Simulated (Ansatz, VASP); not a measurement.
## One calculation of GaSb2, two programs

```
CELL_PARAMETERS angstrom
5.37571 0.00000 0.00000
-2.68785 4.65550 0.00000
0.00000 0.00000 3.21448
ATOMIC_POSITIONS crystal
Ga 0.00000 0.00000 0.00000
Sb 0.33333 0.66667 0.50000
Sb 0.66667 0.33333 0.50000
```

Change from the starting cell: species swapped into the TmSi2 type (P6/mmm, No. 191).

Alike in both runs: task relaxation of cell and atoms; functional PBE; k mesh 12 × 12 × 14; occupations gaussian, width 0.1 eV; no spin polarisation.

|  | VASP | Ansatz |
| --- | --- | --- |
| version | VASP 6.6.1 | Ansatz 0.2.0 |
| potentials or method | VASP PAW PBE potentials, release 64 (Ga_d, Sb), cutoff 600 eV | scalar-relativistic, plane waves, PAW |
| valence electrons in the cell | 23 | 43 |

Ansatz gave:

```
gap on the k mesh at the Fermi level, each at its own relaxed structure (eV)  : none
relaxed volume (Å³/atom)                                                      : 26.43
relaxed length of the cell vector where the two differ most in proportion (Å) : 3.151
```

Problem. Which values does VASP return?

Solution. gap on the k mesh at the Fermi level, each at its own relaxed structure (eV): none; relaxed volume (Å³/atom): 26.41; relaxed length of the cell vector where the two differ most in proportion (Å): 3.149.

A gap of «none» marks a metal or a gap that the smearing closes. VASP's potentials hold 23 valence electrons a cell and Ansatz's 43, so a difference there can come from the potentials and not from the codes.

Spin-orbit coupling is off throughout.
